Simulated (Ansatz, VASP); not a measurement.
**Be2ZnO3 in VASP and in Ansatz**

```xyz
12
Lattice="1.5175 0.0000 -4.6801 4.9844 0.0000 0.0048 2.4922 -4.3662 0.0024" Properties=species:S:1:pos:R:3 pbc="T T T"
Be    4.0349   -0.7317   -4.6755
Be    4.9659   -2.2528    0.0016
Be    5.7683   -3.6345   -2.3331
Be    3.2325   -2.1134   -2.3408
Zn    4.0153   -3.6066   -4.6342
Zn    5.7488   -0.7597   -2.2918
O     5.8838   -3.6713   -4.0265
O     5.5951   -0.9516   -4.2374
O     3.0841   -1.9751   -4.0539
O     2.6329   -0.6950   -1.6888
O     7.3285   -3.4146   -1.8949
O     4.8175   -2.3911   -1.7115
```

Alike in both runs: task single point; functional PBE; k mesh 4 × 4 × 4; occupations gaussian, width 0.1 eV; no spin polarisation.

```csv
,VASP,Ansatz
version,VASP 6.6.1,Ansatz 0.2.0
potentials or method,"VASP PAW PBE potentials, release 64 (Be, Zn, O), cutoff 520 eV","scalar-relativistic, plane waves, PAW"
valence electrons in the cell,68,68
```

|  | VASP | Ansatz | Ansatz less VASP |
| --- | --- | --- | --- |
| gap on the k mesh at the Fermi level (eV) | 3.55 | 3.55 | +0.005 |
| least direct gap on the mesh (eV) | 3.55 | 3.55 | +0.005 |
| pressure (GPa) | 0.7 | 0.0 | -0.74 |
| traceless stress, the component that is largest in VASP (GPa) | 0.06 | 0.02 | -0.037 |
| rms of the force components (eV/Å) | 0.025 | 0.000 | -0.0242 |

Atom by atom the forces differ by 0.024 eV/Å (rms over components).
